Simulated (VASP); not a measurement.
Sb, 1 atom in the cell. The structure is tetragonal, space group P4/mmm (No. 123). The conventional cell has a = 3.081 Å, b = 3.081 Å, c = 3.239 Å, α = 90.00°, β = 90.00°, γ = 90.00°. Sb (site symmetry 4/mmm) has 6 Sb at 3.08 to 3.24 Å within 4.1 Å.  This cell differs from its parent crystal: strain -0.025 along x and y, +0.025 along z.

| Item | Value |
| --- | --- |
| Program | VASP 6.6.1 |
| Task | single point |
| Functional | r2SCAN |
| Potentials or basis | VASP PAW PBE potentials, release 64 (Sb) |
| Cutoff | 520 eV |
| k mesh | 16 × 16 × 16 |
| Occupations | gaussian, width 0.15 eV |
| Spin | no spin polarisation |
| Dipole correction | no |
| Further INCAR settings | ALGO = Normal; EDIFF = 1e-07; NBANDS = 8 |

Potentials or basis: VASP PAW PBE potentials, release 64 (Sb).

Launch:

```console
$ cat potpaw_PBE.64/Sb/POTCAR > POTCAR
$ cp INCAR.step1 INCAR
$ mpirun -np 1 vasp_std > vasp.out
$ cp INCAR.step2 INCAR
$ mpirun -np 1 vasp_std > vasp.out
```

Hardware: 1 thread of Intel(R) Xeon(R) 6975P-C (Granite Rapids), on a shared host.

Q: How long does it take, and how much memory?

A: Wall time 67 s on 1 thread of Intel(R) Xeon(R) 6975P-C (Granite Rapids), with other jobs on the host, peak memory 0.22 GiB. Counts: k points 405.
